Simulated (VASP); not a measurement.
# MoRu2 (P-3m1) in VASP: a series of runs, part 2 of 2

VASP 6.6.1. The steps go on from the part before.

## Step 3: Single point, PBE

This run uses another cell than the first one, of 14.91 Å³/atom.

The input, INCAR:

```
SYSTEM = MoRu2
PREC = Accurate
ENCUT = 520
EDIFF = 1E-7
ISMEAR = 0
SIGMA = 0.1
LREAL = .False.
LASPH = .True.
NELM = 60
ALGO = Normal
ISIF = 2
LWAVE = .False.
LCHARG = .False.
GGA = PE
NBANDS = 51
```

The input, KPOINTS:

```
Automatic mesh
0
Gamma
  6 6 2
  0 0 0
```

The input, POSCAR:

```
MoRu2
1.0
    2.7113483200      0.0000000000      0.0000000000
   -1.3556741600      2.3480965300      0.0000000000
    0.0000000000      0.0000000000     14.0520733500
Mo Ru
2 4
Direct
    0.3333333300      0.6666666700      0.9166666700
    0.6666666700      0.3333333300      0.0833333300
    0.3333333300      0.6666666700      0.2500000000
    0.3333333300      0.6666666700      0.5833333300
    0.6666666700      0.3333333300      0.4166666700
    0.6666666700      0.3333333300      0.7500000000
```

Potentials or basis: VASP PAW PBE potentials, release 64 (Mo_sv, Ru_pv).

Command:

```sh
cat potpaw_PBE.64/Mo_sv/POTCAR potpaw_PBE.64/Ru_pv/POTCAR > POTCAR
mpirun -np 1 vasp_std > vasp.out
```

OUTCAR:

```text
SYSTEM = MoRu2
   PREC = Accurate
   ENCUT = 520
   EDIFF = 1E-7
   ISMEAR = 0
   LREAL = .False.
   LASPH = .True.
   NELM = 60
   ISIF = 2
   GGA = PE

 ion  position               nearest neighbor table
   1  0.333  0.667  0.917-   2 2.82   2 2.82   2 2.82   6 2.82   6 2.82   6 2.82
   2  0.667  0.333  0.083-   1 2.82   1 2.82   1 2.82   3 2.82   3 2.82   3 2.82
   3  0.333  0.667  0.250-   2 2.82   5 2.82   2 2.82   5 2.82   2 2.82   5 2.82
   4  0.333  0.667  0.583-   5 2.82   5 2.82   5 2.82   6 2.82   6 2.82   6 2.82
   5  0.667  0.333  0.417-   4 2.82   4 2.82   4 2.82   3 2.82   3 2.82   3 2.82
   6  0.667  0.333  0.750-   1 2.82   4 2.82   1 2.82   4 2.82   1 2.82   4 2.82

  LATTYP: Found a hexagonal cell.
 ALAT       =     2.7113483200
 C/A-ratio  =     5.1826883497

  Lattice vectors:

 A1 = (   2.7113483200,   0.0000000000,   0.0000000000)
 A2 = (  -1.3556741600,   2.3480965300,   0.0000000000)
 A3 = (   0.0000000000,   0.0000000000,  14.0520733500)

Analysis of symmetry for initial positions (statically):
=====================================================================
 Subroutine PRICEL returns:
 Original cell was already a primitive cell.

 Routine SETGRP: Setting up the symmetry group for a
 hexagonal supercell.

 Subroutine GETGRP returns: Found 12 space group operations
 (whereof 12 operations were pure point group operations)
 out of a pool of 24 trial point group operations.

The static configuration has the point symmetry D_3d.

Analysis of symmetry for dynamics (positions and initial velocities):
=====================================================================
 Subroutine PRICEL returns:
 Original cell was already a primitive cell.

 Routine SETGRP: Setting up the symmetry group for a
 hexagonal supercell.

 Subroutine GETGRP returns: Found 12 space group operations
 (whereof 12 operations were pure point group operations)
 out of a pool of 24 trial point group operations.

The dynamic configuration has the point symmetry D_3d.

 Subroutine INISYM returns: Found 12 space group operations
 (whereof 12 operations are pure point group operations),
 and found     1 'primitive' translations

----------------------------------------------------------------------------------------

                                     Primitive cell

  volume of cell :      89.4626

  direct lattice vectors                    reciprocal lattice vectors
     2.711348320  0.000000000  0.000000000     0.368820189  0.212938435  0.000000000
    -1.355674160  2.348096530  0.000000000     0.000000000  0.425876870  0.000000000
     0.000000000  0.000000000 14.052073350     0.000000000  0.000000000  0.071163876

  length of vectors
     2.711348320  2.711348326 14.052073350     0.425876871  0.425876870  0.071163876

  position of ions in fractional coordinates (direct lattice)
     0.333333330  0.666666670  0.916666670
     0.666666670  0.333333330  0.083333330
     0.333333330  0.666666670  0.250000000
     0.333333330  0.666666670  0.583333330
     0.666666670  0.333333330  0.416666670
     0.666666670  0.333333330  0.750000000

[... 39 lines left out ...]
  0.333333 -0.000000  0.000000      6.000000
  0.500000 -0.000000  0.000000      3.000000
  0.166667  0.166667  0.000000      6.000000
  0.333333  0.166667  0.000000     12.000000
  0.333333  0.333333  0.000000      2.000000
  0.000000  0.000000  0.500000      1.000000
  0.166667  0.000000  0.500000      6.000000
  0.333333 -0.000000  0.500000      6.000000
  0.500000 -0.000000  0.500000      3.000000
  0.166667  0.166667  0.500000      6.000000
  0.333333  0.166667  0.500000     12.000000
  0.333333  0.333333  0.500000      2.000000
   k-points           NKPTS =     14   k-points in BZ     NKDIM =     14   number of bands    NBANDS=     51
   number of dos      NEDOS =    301   number of ions     NIONS =      6
   total plane-waves  NPLWV =  43200
   dimension x,y,z NGX =    20 NGY =   20 NGZ =  108
   dimension x,y,z NGXF=    40 NGYF=   40 NGZF=  216
   ions per type =               2   4
   NGX,Y,Z   is equivalent  to a cutoff of  12.26, 12.26, 12.78 a.u.
   NGXF,Y,Z  is equivalent  to a cutoff of  24.53, 24.53, 25.55 a.u.
 SYSTEM =  MoRu2
   PREC   = accura    normal or accurate (medium, high low for compatibility)
   ISTART =      0    job   : 0-new  1-cont  2-samecut
   ICHARG =      2    charge: 1-file 2-atom 10-const
   ISPIN  =      1    spin polarized calculation?
   LNONCOLLINEAR =      F non collinear calculations
   LSORBIT =      F    spin-orbit coupling
   LASPH  =      T    aspherical Exc in radial PAW
   ENCUT  =  520.0 eV  38.22 Ry    6.18 a.u.   5.04  5.04 26.13*2*pi/ulx,y,z
   NELM   =     60;   NELMIN=  2; NELMDL= -5     # of ELM steps
   EDIFF  = 0.1E-06   stopping-criterion for ELM
   LREAL  =      F    real-space projection
   EDIFFG = 0.1E-05   stopping-criterion for IOM
   NSW    =      0    number of steps for IOM
   IBRION =     -1    ionic relax: 0-MD 1-quasi-New 2-CG
   NFREE  =      0    steps in history (QN), initial steepest desc. (CG)
   ISIF   =      2    stress and relaxation
   ISYM   =      2    0-nonsym 1-usesym 2-fastsym
   POTIM  = 0.5000    time-step for ionic-motion
   TEBEG  =    0.0;   TEEND  =   0.0 temperature during run
   PSTRESS=    0.0 pullay stress
   NELECT =      84.0000    total number of electrons
   NUPDOWN=      -1.0000    fix difference up-down
   EMIN   =  10.00;   EMAX   =-10.00  energy-range for DOS
   EFERMI =   0.00;   METHOD = LEGACY
   ISMEAR =     0;   SIGMA  =   0.10  broadening in eV -4-tet -1-fermi 0-gaus
   EFERMI_NEDOS =   21; number of points for ismear=-14 and -15
   IALGO  =     38    algorithm
   IMIX   =      4    mixing-type and parameters
     AMIX     =   0.40;   BMIX     =  1.00
     AMIX_MAG =   1.60;   BMIX_MAG =  1.00
  volume/ion in A,a.u.               =      14.91       100.62
  Fermi-wavevector in a.u.,A,eV,Ry     =   1.603076  3.029374 34.964956  2.569852
  Thomas-Fermi vector in A             =   2.699796
   LORBIT       =      0    0 simple, 1 ext, 2 COOP (PROOUT), +10 PAW based schemes
   GGA     = PE    functional components
   LHFCALC =     F    Hartree Fock is set to
   AEXX    =    0.0000 exact exchange contribution
   IVDW    =     0    specifies the selected vdW correction
   LEPSILON=     F    determine dielectric tensor
   LRPA    =     F    only Hartree local field effects (RPA)
 non-spin polarized calculation
 Gauss-broadening in eV      SIGMA  =   0.10
  energy-cutoff  :      520.00
  volume of cell :       89.46
 maximum number of plane-waves:      2442
   NGX = 11   NGY = 11   NGZ = 53

 number of electron      83.9999997 magnetization

 Free energy of the ion-electron system (eV)
  ---------------------------------------------------
  ext. energy  EPLUGINS =         0.00000000
  ---------------------------------------------------
  free energy    TOTEN  =       -57.52068891 eV

  energy without entropy =      -57.48833907  energy(sigma->0) =      -57.50451399

 E-fermi :  11.7772     XC(G=0): -13.5773

 val. band max:       11.7565942845   @ k =   0.3333   0.1667   0.5000
 cond. band min:      11.8067282728   @ k =   0.0000   0.0000   0.5000
 fundamental gap:      0.0501339883
 Fermi energy:        11.7772151229

 k-point     1 :       0.0000    0.0000    0.0000
  band No.  band energies     occupation
      1     -49.0845      2.00000
      2     -48.9640      2.00000
      3     -31.3340      2.00000
      4     -31.0886      2.00000
      5     -30.8374      2.00000
      6     -30.7630      2.00000
[... 745 lines left out ...]
     50      14.8240      0.00000
     51      19.3111      0.00000

------------------------ aborting loop because EDIFF is reached ----------------------------------------

  FORCE on cell =-STRESS in cart. coord.  units (eV):
  Direction    XX          YY          ZZ          XY          YZ          ZX
  --------------------------------------------------------------------------------------
  -------------------------------------------------------------------------------------
  Total        0.7436683      0.7436683    -10.9966941     -0.0000000      0.0000000      0.0000000
  in kB       13.3182819     13.3182820   -196.9386964     -0.0000000      0.0000000      0.0000000
  external PRESSURE =     -56.7673775 kB  Pullay stress =       0.0000000 kB

 VOLUME and BASIS-vectors are now :
 -----------------------------------------------------------------------------
  energy-cutoff  :      520.00
  volume of cell :       89.46
      direct lattice vectors                 reciprocal lattice vectors
     2.711348320  0.000000000  0.000000000     0.368820189  0.212938435  0.000000000
    -1.355674160  2.348096530  0.000000000     0.000000000  0.425876870  0.000000000
     0.000000000  0.000000000 14.052073350     0.000000000  0.000000000  0.071163876

 POSITION                                       TOTAL-FORCE (eV/Angst)
 -----------------------------------------------------------------------------------
     -0.00000      1.56540     12.88107         0.000000     -0.000000     -2.047601
      1.35567      0.78270      1.17101        -0.000000      0.000000      2.047601
     -0.00000      1.56540      3.51302        -0.000000     -0.000000      0.458497
     -0.00000      1.56540      8.19704         0.000000      0.000000     -0.343252
      1.35567      0.78270      5.85503         0.000000     -0.000000      0.343252
      1.35567      0.78270     10.53906         0.000000      0.000000     -0.458497
 -----------------------------------------------------------------------------------
    total drift:                               -0.000000     -0.000000      0.000000

  FREE ENERGIE OF THE ION-ELECTRON SYSTEM (eV)
  ---------------------------------------------------
  free  energy   TOTEN  =       -57.5206889068 eV

  energy  without entropy=      -57.4883390654  energy(sigma->0) =      -57.50451399
```

OSZICAR:

```text
N       E                     dE             d eps       ncg     rms          rms(c)
DAV:   1     0.109078914144E+04    0.10908E+04   -0.51316E+04  1444   0.179E+03
DAV:   2    -0.167060572095E+02   -0.11075E+04   -0.10805E+04  1512   0.571E+02
DAV:   3    -0.610093600745E+02   -0.44303E+02   -0.42172E+02  1837   0.110E+02
DAV:   4    -0.622852108354E+02   -0.12759E+01   -0.12512E+01  1624   0.148E+01
DAV:   5    -0.623196469679E+02   -0.34436E-01   -0.34216E-01  1746   0.228E+00    0.306E+01
DAV:   6    -0.897821574905E+02   -0.27463E+02   -0.12559E+02  1849   0.554E+01    0.425E+01
DAV:   7    -0.587173576608E+02    0.31065E+02   -0.12099E+02  1812   0.322E+01    0.116E+01
DAV:   8    -0.575759466275E+02    0.11414E+01   -0.12511E+01  1748   0.132E+01    0.323E+00
DAV:   9    -0.576008115221E+02   -0.24865E-01   -0.98485E-01  1704   0.515E+00    0.333E+00
DAV:  10    -0.575561508439E+02    0.44661E-01   -0.21379E-01  1749   0.342E+00    0.246E+00
DAV:  11    -0.575316926986E+02    0.24458E-01   -0.86412E-02  1578   0.144E+00    0.124E+00
DAV:  12    -0.575214649883E+02    0.10228E-01   -0.17026E-02  1719   0.928E-01    0.474E-01
DAV:  13    -0.575207080260E+02    0.75696E-03   -0.38331E-03  1643   0.315E-01    0.117E-01
DAV:  14    -0.575207056841E+02    0.23420E-05   -0.51937E-04  1746   0.135E-01    0.403E-02
DAV:  15    -0.575206914280E+02    0.14256E-04   -0.11365E-04  1520   0.593E-02    0.165E-02
DAV:  16    -0.575206893370E+02    0.20910E-05   -0.14740E-05  1861   0.247E-02    0.437E-03
DAV:  17    -0.575206889211E+02    0.41586E-06   -0.11466E-06  1615   0.673E-03    0.152E-03
DAV:  18    -0.575206889068E+02    0.14363E-07   -0.86204E-08   853   0.160E-03
   1 F= -.57520689E+02 E0= -.57504514E+02  d E =-.323498E-01
```

stdout:

```text
POSCAR found type information on POSCAR MoRu
 POSCAR found :  2 types and       6 ions
 scaLAPACK will be used
 LDA part: xc-table for (Slater+PW92), standard interpolation
 POSCAR, INCAR and KPOINTS ok, starting setup
 FFT: planning ... GRIDC
 FFT: planning ... GRID_SOFT
 FFT: planning ... GRID
 WAVECAR not read
 entering main loop
```

Run time: 52 s. Hardware: 1 thread of Oxide Virtual Turin-like, shared host; peak memory 0.18 GiB.

What came out:

| Item | Value |
| --- | --- |
| Free energy | -57.5207 eV |
| Pressure | -5.7 GPa |
| Largest force | 2.048 eV/Å |
| Band gap on the k mesh | zero (bands 42 and 43 overlap by 2.52 eV) |

Forces in eV/Å, atoms in the order of the input:
```
Mo   0.000  0.000 -2.048
Mo   0.000  0.000  2.048
Ru   0.000  0.000  0.458
Ru   0.000  0.000 -0.343
Ru   0.000  0.000  0.343
Ru   0.000  0.000 -0.458
```

Stress tensor (GPa, compression positive):
```
  1.33   0.00   0.00
  0.00   1.33   0.00
  0.00   0.00 -19.69
```

Caveat: the k points lie up to 0.45 Å⁻¹ apart, too coarse for converged energies and pressures of a metal; forces of over 1 eV/Å act on the atoms, so gaps and moduli don't describe the material at rest.

## Step 4: Relaxation of cell and atoms, PBE

This run uses another cell than the first one, of 14.91 Å³/atom.

The input, INCAR:

```
SYSTEM = MoRu2
  ALGO = Fast
  EDIFF = 1E-6
  EDIFFG = -0.04
  ENCUT = 600
  GGA = PE
  IBRION = 2
  ISIF = 3
  ISMEAR = 0
  LASPH = .True.
  LCHARG = .False.
  LREAL = .False.
  LWAVE = .False.
  NELM = 60
  NSW = 90
  PREC = Accurate
  SIGMA = 0.1
```

The input, KPOINTS:

```
k-points
0
Gamma
  6 6 2
  0 0 0
```

POSCAR is that of step 3.

Command:

```sh
cat potpaw_PBE.64/Mo_sv/POTCAR potpaw_PBE.64/Ru_pv/POTCAR > POTCAR
mpirun -np 1 vasp_std > vasp.out
```

Wall time 12 min (1 thread of Oxide Virtual Turin-like, shared host); peak memory 0.25 GiB.

It converged, with:

* Free energy: -58.1750 eV
* Relaxed volume: 14.53 Å³/atom
* Relaxed cell: a = 2.745 Å, b = 2.745 Å, c = 13.361 Å, α = 90.00°, β = 90.00°, γ = 120.00°
* Space group after relaxing (to 0.1 Å): P-3m1 (No. 164)
* Energy gained by relaxing: 108.9 meV/atom
* Ionic steps: 12
* Pressure after relaxing: 0.0 GPa
* Largest force after relaxing: 0.025 eV/Å
* Band gap on the k mesh: zero (bands 42 and 43 overlap by 2.35 eV)

Forces on the atoms (eV/Å):
```
Mo   0.000  0.000 -0.013
Mo   0.000  0.000  0.013
Ru   0.000  0.000  0.005
Ru   0.000  0.000  0.025
Ru   0.000  0.000 -0.025
Ru   0.000  0.000 -0.005
```

Stress tensor (GPa, compression positive):
```
-0.05  0.00  0.00
 0.00 -0.05  0.00
 0.00  0.00  0.04
```

The path:
| step | energy change (eV) | largest force (eV/Å) | pressure (GPa) | volume (Å³) |
| --- | --- | --- | --- | --- |
| 1 | 0.0000 | 2.0477 | -5.73 | 89.46 |
| 2 | -0.2455 | 0.7971 | 18.55 | 82.47 |
| 3 | -0.4784 | 1.0211 | 6.56 | 85.19 |
| 4 | -0.4762 | 0.4310 | -8.47 | 90.24 |
| 5 | -0.5780 | 0.5307 | -1.49 | 87.61 |
| 6 | -0.6276 | 0.4047 | -0.13 | 87.21 |
| 7 | -0.6383 | 0.3274 | 0.88 | 86.94 |
| 8 | -0.6483 | 0.0992 | -1.90 | 87.75 |
| 9 | -0.6489 | 0.1405 | -1.39 | 87.60 |
| 10 | -0.6491 | 0.1329 | 1.50 | 86.69 |
| 11 | -0.6528 | 0.0679 | 0.08 | 87.13 |
| 12 | -0.6532 | 0.0249 | -0.02 | 87.16 |

Final structure:
```xyz
6
Lattice="2.7446 0.0000 0.0000 -1.3723 2.3769 0.0000 0.0000 0.0000 13.3608" Properties=species:S:1:pos:R:3 pbc="T T T"
Mo    0.0000    1.5846   12.1216
Mo    1.3723    0.7923    1.2392
Ru    0.0000    1.5846    3.4465
Ru    0.0000    1.5846    7.7408
Ru    1.3723    0.7923    5.6200
Ru    1.3723    0.7923    9.9143
```

Levels at points of the mesh, in eV from the Fermi level:
| k point | band 37 | band 38 | band 39 | band 40 | band 41 | band 42 | band 43 | band 44 | band 45 | band 46 |
| --- | --- | --- | --- | --- | --- | --- | --- | --- | --- | --- |
| (0.00, 0.00, 0.00) | -1.77 | -1.33 | -1.10 | -1.10 | -0.98 | -0.98 | -0.89 | -0.45 | -0.45 | 0.23 |
| (0.50, 0.00, 0.00) | -0.90 | -0.62 | -0.05 | 0.77 | 1.14 | 1.46 | 1.52 | 1.70 | 1.71 | 1.96 |
| (0.00, 0.00, 0.50) | -1.95 | -1.78 | -1.20 | -1.20 | -0.74 | -0.74 | -0.57 | -0.57 | 0.11 | 0.11 |
| (0.50, 0.00, 0.50) | -0.62 | 0.16 | 0.28 | 0.45 | 0.93 | 1.17 | 1.27 | 1.51 | 1.68 | 1.71 |

Caveat: the k points lie up to 0.44 Å⁻¹ apart in the final cell, too coarse for converged energies and pressures of a metal.

## Step 5: Single point, PBE

The input, INCAR:

```
SYSTEM = MoRu2
PREC = Accurate
ENCUT = 520
EDIFF = 1E-6
ISMEAR = 0
SIGMA = 0.1
LREAL = .False.
LASPH = .True.
NELM = 80
ALGO = Fast
ISIF = 2
LWAVE = .False.
LCHARG = .False.
GGA = PE
NBANDS = 51
```

The input, KPOINTS:

```
Automatic mesh
0
Gamma
  18 18 4
  0 0 0
```

The input, POSCAR:

```
MoRu2
1.0
    2.7465957265      0.0000000000      0.0000000000
   -1.3732978632      2.3786216731      0.0000000000
    0.0000000000      0.0000000000     13.3164636990
Mo Ru
2 4
Direct
    0.3333333333      0.6666666667      0.9070531865
    0.6666666667      0.3333333333      0.0929468135
    0.3333333333      0.6666666667      0.2583008980
    0.3333333333      0.6666666667      0.5791712126
    0.6666666667      0.3333333333      0.4208287874
    0.6666666667      0.3333333333      0.7416991020
```

Command:

```sh
cat potpaw_PBE.64/Mo_sv/POTCAR potpaw_PBE.64/Ru_pv/POTCAR > POTCAR
mpirun -np 1 vasp_std > vasp.out
```

Run time: 9.4 min. Hardware: 1 thread of Oxide Virtual Turin-like, shared host; peak memory 0.5 GiB.

Results (log left out):

- Free energy: -58.2603 eV
- Pressure: 0.2 GPa
- Largest force: 0.014 eV/Å
- Band gap on the k mesh: zero (bands 42 and 43 overlap by 2.40 eV)

Forces in eV/Å, atoms in the order of the input:
```
Mo   0.000  0.000  0.000
Mo   0.000  0.000  0.000
Ru   0.000  0.000  0.014
Ru   0.000  0.000  0.003
Ru   0.000  0.000 -0.003
Ru   0.000  0.000 -0.014
```

Levels at points of the mesh, in eV from the Fermi level:
| k point | band 38 | band 39 | band 40 | band 41 | band 42 | band 43 | band 44 | band 45 | band 46 | band 47 |
| --- | --- | --- | --- | --- | --- | --- | --- | --- | --- | --- |
| (0.00, 0.00, 0.00) | -1.31 | -1.11 | -1.11 | -0.99 | -0.99 | -0.86 | -0.45 | -0.45 | 0.25 | 0.25 |
| (0.50, 0.00, 0.00) | -0.61 | -0.05 | 0.79 | 1.15 | 1.48 | 1.57 | 1.74 | 1.76 | 1.98 | 2.23 |
| (0.00, 0.00, 0.50) | -1.78 | -1.21 | -1.21 | -0.74 | -0.74 | -0.57 | -0.57 | 0.12 | 0.12 | 0.33 |
| (0.50, 0.00, 0.50) | 0.18 | 0.27 | 0.46 | 0.95 | 1.17 | 1.30 | 1.55 | 1.73 | 1.76 | 1.82 |

## Step 6: Overview

| task | cell | k mesh | cutoff (eV) | gap on the mesh (eV) | pressure (GPa) | largest force (eV/Å) |
| --- | --- | --- | --- | --- | --- | --- |
| single point | a = 2.744, b = 2.744, c = 13.360 Å, angles 90.0, 90.0, 120.0°, 6 atoms, atomic positions A | 6 × 6 × 2 | 520 | none | 0.1 | 0.01 |
| single point | a = 2.711, b = 2.711, c = 14.052 Å, angles 90.0, 90.0, 120.0°, 6 atoms, atomic positions B | 6 × 6 × 2 | 520 | none | -5.7 | 2.05 |
| relaxation of cell and atoms | relaxed from a = 2.711, b = 2.711, c = 14.052 Å, angles 90.0, 90.0, 120.0°, 6 atoms, atomic positions B | 6 × 6 × 2 | 600 | none | 0.0 | 0.02 |
| single point | a = 2.747, b = 2.747, c = 13.316 Å, angles 90.0, 90.0, 120.0°, 6 atoms, atomic positions C | 18 × 18 × 4 | 520 | none | 0.2 | 0.01 |

Alike in all rows: level PBE; potentials or basis VASP PAW PBE potentials, release 64 (Mo_sv, Ru_pv); no spin polarisation; smearing gaussian 0.1 eV.

Caveats: some runs use coarse meshes; forces of over 1 eV/Å act on the atoms, so gaps and moduli don't describe the material at rest (at least some runs).

Absolute energies hang on the potentials; compare differences alone.

The gap in the log of VASP goes by the Fermi energy; the results here count the filled bands.